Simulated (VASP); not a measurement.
# TiB2 (AlB2 type): single point with PBE

Crystal: TiB2 (AlB2 type).

```
CELL_PARAMETERS angstrom
2.97825 0.00000 0.00000
-1.48913 2.57924 0.00000
0.00000 0.00000 3.14141
ATOMIC_POSITIONS crystal
Ti 0.00000 0.00000 0.00000
B 0.33333 0.66667 0.50000
B 0.66667 0.33333 0.50000
```

| Quantity | Value |
| --- | --- |
| Program | VASP 6.6.1 |
| Task | single point |
| Functional | PBE |
| Potentials or basis | VASP PAW PBE potentials, release 64 (Ti_sv, B) |
| Cutoff | 520 eV |
| k mesh | 11 × 11 × 9 |
| Occupations | fermi-dirac, width 0.08 eV |
| Spin | no spin polarisation |
| Dipole correction | no |
| Further INCAR settings | ALGO = Normal; EDIFF = 1e-07; NBANDS = 16 |

```yaml
Pressure: 17.7 GPa
Band_gap_on_the_k_mesh: zero (band 9 reaches 10.93 eV, above the bottom of band 10 at 10.39 eV)
```

Levels at points of the mesh, in eV from the Fermi level:
```csv
k point,band 7,band 8,band 9,band 10,band 11,band 12
"(0.00, 0.00, 0.00)",-2.77,-2.20,-2.19,2.12,2.12,4.05
```

Run time: 22 s on 1 thread of Intel Xeon 6975P-C, with other jobs on the host, peak memory 0.16 GiB.
